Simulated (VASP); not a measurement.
# MgSe (Fm-3m) in VASP: further runs

MgSe is run at these levels: PBE; tasks: single point.

Everything below comes from runs of VASP 6.6.1. Logs are shortened: lines on timing, memory, paths and dates and some standing lists are left out, and cuts for length are marked.

### Step 1. The cell of the first run

The structure is cubic, space group Fm-3m (No. 225). Conventional cell: a = 5.396 Å, b = 5.396 Å, c = 5.396 Å, α = 90.00°, β = 90.00°, γ = 90.00°. Within 3.6 Å of Mg (site symmetry m-3m) lie 6 Se at 2.70 Å. Within 3.6 Å of Se (site symmetry m-3m) lie 6 Mg at 2.70 Å.

### Step 2. Single point, PBE (volume scaled by 0.94)

Contents of INCAR:

```
SYSTEM = MgSe
  ALGO = Normal
  EDIFF = 1E-6
  ENCUT = 600
  GGA = PE
  GGA_COMPAT = .False.
  ISIF = 2
  ISMEAR = 0
  LASPH = .True.
  LCHARG = .True.
  LELF = .True.
  LREAL = .False.
  LVHAR = .True.
  LWAVE = .False.
  NBANDS = 11
  NELM = 120
  PREC = Accurate
  SIGMA = 0.02
```

Contents of KPOINTS:

```
k-points
0
Gamma
  8 8 8
  0 0 0
```

Contents of POSCAR:

```
MgSe
1.0
    0.0000000000      2.6982441493      2.6982441493
    2.6982441493      0.0000000000      2.6982441493
    2.6982441493      2.6982441493      0.0000000000
Mg Se
1 1
Direct
    0.0000000000      0.0000000000      0.0000000000
    0.5000000000      0.5000000000      0.5000000000
```

Potentials or basis: VASP PAW PBE potentials, release 64 (Mg, Se).

On the command line:

```sh
$ cat potpaw_PBE.64/Mg/POTCAR potpaw_PBE.64/Se/POTCAR > POTCAR
$ mpirun -np 1 vasp_std > vasp.out
```

OUTCAR:

```text
SYSTEM = MgSe
   EDIFF = 1E-6
   ENCUT = 600
   GGA = PE
   ISIF = 2
   ISMEAR = 0
   LASPH = .True.
   LREAL = .False.
   NELM = 120
   PREC = Accurate

 ion  position               nearest neighbor table
   1  0.000  0.000  0.000-   2 2.70   2 2.70   2 2.70   2 2.70   2 2.70   2 2.70
   2  0.500  0.500  0.500-   1 2.70   1 2.70   1 2.70   1 2.70   1 2.70   1 2.70

  LATTYP: Found a face centered cubic cell.
 ALAT       =     5.3964882986

  Lattice vectors:

 A1 = (   0.0000000000,   2.6982441493,   2.6982441493)
 A2 = (   2.6982441493,   0.0000000000,   2.6982441493)
 A3 = (   2.6982441493,   2.6982441493,   0.0000000000)

Analysis of symmetry for initial positions (statically):
=====================================================================
 Subroutine PRICEL returns:
 Original cell was already a primitive cell.

 Routine SETGRP: Setting up the symmetry group for a
 face centered cubic supercell.

 Subroutine GETGRP returns: Found 48 space group operations
 (whereof 48 operations were pure point group operations)
 out of a pool of 48 trial point group operations.

The static configuration has the point symmetry O_h .

Analysis of symmetry for dynamics (positions and initial velocities):
=====================================================================
 Subroutine PRICEL returns:
 Original cell was already a primitive cell.

 Routine SETGRP: Setting up the symmetry group for a
 face centered cubic supercell.

 Subroutine GETGRP returns: Found 48 space group operations
 (whereof 48 operations were pure point group operations)
 out of a pool of 48 trial point group operations.

The dynamic configuration has the point symmetry O_h .

 Subroutine INISYM returns: Found 48 space group operations
 (whereof 48 operations are pure point group operations),
 and found     1 'primitive' translations

----------------------------------------------------------------------------------------

                                     Primitive cell

  volume of cell :      39.2892

  direct lattice vectors                    reciprocal lattice vectors
     0.000000000  2.698244149  2.698244149    -0.185305692  0.185305692  0.185305692
     2.698244149  0.000000000  2.698244149     0.185305692 -0.185305692  0.185305692
     2.698244149  2.698244149  0.000000000     0.185305692  0.185305692 -0.185305692

  length of vectors
     3.815893471  3.815893471  3.815893471     0.320958874  0.320958874  0.320958874

  position of ions in fractional coordinates (direct lattice)
[... 87 lines left out ...]
   POTIM  = 0.5000    time-step for ionic-motion
   TEBEG  =    0.0;   TEEND  =   0.0 temperature during run
   PSTRESS=    0.0 pullay stress
   NELECT =       8.0000    total number of electrons
   NUPDOWN=      -1.0000    fix difference up-down
   EMIN   =  10.00;   EMAX   =-10.00  energy-range for DOS
   EFERMI =   0.00;   METHOD = LEGACY
   ISMEAR =     0;   SIGMA  =   0.02  broadening in eV -4-tet -1-fermi 0-gaus
   EFERMI_NEDOS =   21; number of points for ismear=-14 and -15
   IALGO  =     38    algorithm
   IMIX   =      4    mixing-type and parameters
     AMIX     =   0.40;   BMIX     =  1.00
     AMIX_MAG =   1.60;   BMIX_MAG =  1.00
  volume/ion in A,a.u.               =      19.64       132.57
  Fermi-wavevector in a.u.,A,eV,Ry     =   0.963120  1.820032 12.620757  0.927599
  Thomas-Fermi vector in A             =   2.092638
   LORBIT       =      0    0 simple, 1 ext, 2 COOP (PROOUT), +10 PAW based schemes
   GGA     = PE    functional components
   LHFCALC =     F    Hartree Fock is set to
   AEXX    =    0.0000 exact exchange contribution
   IVDW    =     0    specifies the selected vdW correction
   LEPSILON=     F    determine dielectric tensor
   LRPA    =     F    only Hartree local field effects (RPA)
 non-spin polarized calculation
 Gauss-broadening in eV      SIGMA  =   0.02
  energy-cutoff  :      600.00
  volume of cell :       39.29
 maximum number of plane-waves:      1363
   NGX = 15   NGY = 15   NGZ = 15

 number of electron       8.0000001 magnetization

 Free energy of the ion-electron system (eV)
  ---------------------------------------------------
  ext. energy  EPLUGINS =         0.00000000
  ---------------------------------------------------
  free energy    TOTEN  =        -7.46113140 eV

  energy without entropy =       -7.46113140  energy(sigma->0) =       -7.46113140

 E-fermi :   3.5802     XC(G=0):  -9.6123

 val. band max:        3.4881931744   @ k =   0.0000   0.0000   0.0000
 cond. band min:       5.3407457758   @ k =   0.5000   0.5000   0.0000
 fundamental gap:      1.8525526014
 Fermi energy:         3.5802162454

 k-point     1 :       0.0000    0.0000    0.0000
  band No.  band energies     occupation
      1      -9.6282      2.00000
      2       3.4882      2.00000
      3       3.4882      2.00000
      4       3.4882      2.00000
      5       6.2936      0.00000
      6      10.8865      0.00000
      7      10.8865      0.00000
      8      10.8865      0.00000
      9      13.5116      0.00000
     10      13.5116      0.00000
     11      14.5002      0.00000
[... 309 lines left out ...]
 k-point    24 :      -0.3750    0.2500    0.1250
  band No.  band energies     occupation
      1      -8.2512      2.00000
      2      -1.1013      2.00000
      3       1.1617      2.00000
      4       2.2121      2.00000
      5       8.3010      0.00000
      6       8.9711      0.00000
      7      11.3545      0.00000
      8      12.7107      0.00000
      9      14.6785      0.00000
     10      15.4645      0.00000
     11      17.7592      0.00000

 [... further k-points ...]

------------------------ aborting loop because EDIFF is reached ----------------------------------------

  FORCE on cell =-STRESS in cart. coord.  units (eV):
  Direction    XX          YY          ZZ          XY          YZ          ZX
  --------------------------------------------------------------------------------------
  -------------------------------------------------------------------------------------
  Total        1.0095631      1.0095631      1.0095631      0.0000000      0.0000000      0.0000000
  in kB       41.1690001     41.1690001     41.1690001      0.0000000      0.0000000      0.0000000
  external PRESSURE =      41.1690001 kB  Pullay stress =       0.0000000 kB

 VOLUME and BASIS-vectors are now :
 -----------------------------------------------------------------------------
  energy-cutoff  :      600.00
  volume of cell :       39.29
      direct lattice vectors                 reciprocal lattice vectors
     0.000000000  2.698244149  2.698244149    -0.185305692  0.185305692  0.185305692
     2.698244149  0.000000000  2.698244149     0.185305692 -0.185305692  0.185305692
     2.698244149  2.698244149  0.000000000     0.185305692  0.185305692 -0.185305692

 POSITION                                       TOTAL-FORCE (eV/Angst)
 -----------------------------------------------------------------------------------
      0.00000      0.00000      0.00000        -0.000000     -0.000000      0.000000
      2.69824      2.69824      2.69824         0.000000      0.000000     -0.000000
 -----------------------------------------------------------------------------------
    total drift:                               -0.000000     -0.000000      0.000000

  FREE ENERGIE OF THE ION-ELECTRON SYSTEM (eV)
  ---------------------------------------------------
  free  energy   TOTEN  =        -7.4611313998 eV

  energy  without entropy=       -7.4611313998  energy(sigma->0) =       -7.46113140
```

stdout:

```text
POSCAR found type information on POSCAR MgSe
 POSCAR found :  2 types and       2 ions
 scaLAPACK will be used
 LDA part: xc-table for (Slater+PW92), standard interpolation
 POSCAR, INCAR and KPOINTS ok, starting setup
 FFT: planning ... GRIDC
 FFT: planning ... GRID_SOFT
 FFT: planning ... GRID
 WAVECAR not read
 entering main loop
```

Wall time 9.1 s (1 thread of Intel Xeon 6975P-C (Granite Rapids), shared host); peak memory 0.17 GiB.

What came out:

```
Free energy            : -7.4611 eV
Pressure               : 4.1 GPa
Band gap on the k mesh : 1.85 eV, indirect (least direct gap 2.81 eV)
```

Levels at points of the mesh, in eV from the valence-band top:
| k point | band 1 | band 2 | band 3 | band 4 | band 5 | band 6 | band 7 | band 8 | band 9 |
| --- | --- | --- | --- | --- | --- | --- | --- | --- | --- |
| (0.00, 0.00, 0.00) | -13.12 | 0.00 | 0.00 | 0.00 | 2.81 | 7.40 | 7.40 | 7.40 | 10.02 |
| (0.50, 0.00, 0.00) | -11.92 | -5.12 | -0.62 | -0.62 | 3.86 | 6.13 | 6.13 | 8.86 | 11.67 |
| (0.50, 0.50, 0.00) | -11.58 | -4.43 | -1.86 | -1.86 | 1.85 | 3.87 | 12.05 | 12.47 | 12.47 |

Caveat: the cell differs from its parent crystal (volume scaled by 0.94). A k mesh can miss the band edges.

### Step 3. Single point, PBE

This run uses another cell than the first one, of 20.90 Å³/atom, 1.064 times its volume.

Contents of INCAR:

```
PREC     = Accurate       # precision mode
ENCUT    = 600            # plane-wave cutoff, eV
EDIFF    = 1E-6           # SCF threshold, eV
ISMEAR   = 0              # smearing method
SIGMA    = 0.02           # smearing width, eV
LREAL    = False          # projectors in reciprocal space
LASPH    = True           # aspherical terms in the spheres
NELM     = 120            # most SCF steps
ALGO     = Normal         # electronic algorithm
ISIF     = 2              # what is computed and relaxed
LWAVE    = False          # write WAVECAR
LCHARG   = False          # write CHGCAR
GGA      = PE             # functional
NBANDS   = 11             # bands
GGA_COMPAT= False
```

Contents of KPOINTS:

```
regular mesh
0
Gamma
  8 8 8
```

Contents of POSCAR:

```
MgSe
1.0
    0.0000000000      2.7544736754      2.7544736754
    2.7544736754      0.0000000000      2.7544736754
    2.7544736754      2.7544736754      0.0000000000
Mg Se
1 1
Direct
    0.0000000000      0.0000000000      0.0000000000
    0.5000000000      0.5000000000      0.5000000000
```

Potentials or basis: VASP PAW PBE potentials, release 64 (Mg, Se).

On the command line:

```sh
$ cat potpaw_PBE.64/Mg/POTCAR potpaw_PBE.64/Se/POTCAR > POTCAR
$ mpirun -np 1 vasp_std > vasp.out
```

Wall time 7.5 s (1 thread of Intel Xeon 6975P-C (Granite Rapids), shared host); peak memory 0.18 GiB.

Results (log left out):

```yaml
Free_energy: -7.4905 eV
Pressure: -0.1 GPa
Band_gap_on_the_k_mesh: 1.75 eV, indirect (least direct gap 2.39 eV)
```

Levels at points of the mesh, in eV from the valence-band top:
| k point | band 1 | band 2 | band 3 | band 4 | band 5 | band 6 | band 7 | band 8 | band 9 |
| --- | --- | --- | --- | --- | --- | --- | --- | --- | --- |
| (0.00, 0.00, 0.00) | -12.77 | 0.00 | 0.00 | 0.00 | 2.39 | 7.42 | 7.42 | 7.42 | 9.91 |
| (0.50, 0.00, 0.00) | -11.72 | -4.78 | -0.55 | -0.55 | 3.79 | 6.06 | 6.06 | 8.38 | 11.23 |
| (0.50, 0.50, 0.00) | -11.42 | -4.10 | -1.71 | -1.71 | 1.75 | 4.05 | 11.44 | 11.89 | 11.89 |

A k mesh can miss the band edges.

### Step 4. Single point, PBE (volume scaled by 1.03)

Contents of INCAR:

```
PREC     = Accurate       # precision mode
ENCUT    = 600            # plane-wave cutoff, eV
EDIFF    = 1E-6           # SCF threshold, eV
ISMEAR   = 0              # smearing method
SIGMA    = 0.02           # smearing width, eV
LREAL    = F              # projectors in reciprocal space
LASPH    = T              # aspherical terms in the spheres
NELM     = 120            # most SCF steps
ALGO     = Normal         # electronic algorithm
ISIF     = 2              # what is computed and relaxed
LWAVE    = F              # write WAVECAR
LCHARG   = F              # write CHGCAR
GGA      = PE             # functional
NBANDS   = 11             # bands
GGA_COMPAT= F
```

Contents of KPOINTS:

```
Automatic mesh
0
Gamma
  8 8 8
```

Contents of POSCAR:

```
MgSe
1.0
    0.0000000000      2.7817474658      2.7817474658
    2.7817474658      0.0000000000      2.7817474658
    2.7817474658      2.7817474658      0.0000000000
Mg Se
1 1
Direct
    0.0000000000      0.0000000000      0.0000000000
    0.5000000000      0.5000000000      0.5000000000
```

On the command line:

```sh
$ cat potpaw_PBE.64/Mg/POTCAR potpaw_PBE.64/Se/POTCAR > POTCAR
$ mpirun -np 1 vasp_std > vasp.out
```

It took 6.4 s on 1 thread of Intel Xeon 6975P-C (Granite Rapids), shared host; peak memory 0.17 GiB.

The run converged. Its results:

```
Free energy            : -7.4826 eV
Pressure               : -1.8 GPa
Band gap on the k mesh : 1.70 eV, indirect (least direct gap 2.20 eV)
```

Levels at points of the mesh, in eV from the valence-band top:
```
           k point  band 1  band 2  band 3  band 4  band 5  band 6  band 7  band 8  band 9
(0.00, 0.00, 0.00)  -12.62    0.00    0.00    0.00    2.20    7.43    7.43    7.43    9.86
(0.50, 0.00, 0.00)  -11.64   -4.63   -0.52   -0.52    3.75    6.02    6.02    8.14   11.05
(0.50, 0.50, 0.00)  -11.36   -3.94   -1.64   -1.64    1.70    4.13   11.16   11.62   11.62
```

Caveat: the cell differs from its parent crystal (volume scaled by 1.03). A k mesh can miss the band edges.

### Step 5. The runs side by side

| cell | gap on the mesh (eV) | pressure (GPa) |
| --- | --- | --- |
| a = 3.816 Å, angles 60.0°, 2 atoms | 1.85 | 4.1 |
| a = 3.895 Å, angles 60.0°, 2 atoms | 1.75 | -0.1 |
| a = 3.934 Å, angles 60.0°, 2 atoms | 1.70 | -1.8 |

Alike in all rows: task single point; level PBE; potentials or basis VASP PAW PBE potentials, release 64 (Mg, Se); no spin polarisation; k mesh 8 × 8 × 8; cutoff (eV) 600; smearing gaussian 0.02 eV.

Total energies depend on the potentials used, so only differences within one code and one set of settings carry meaning.
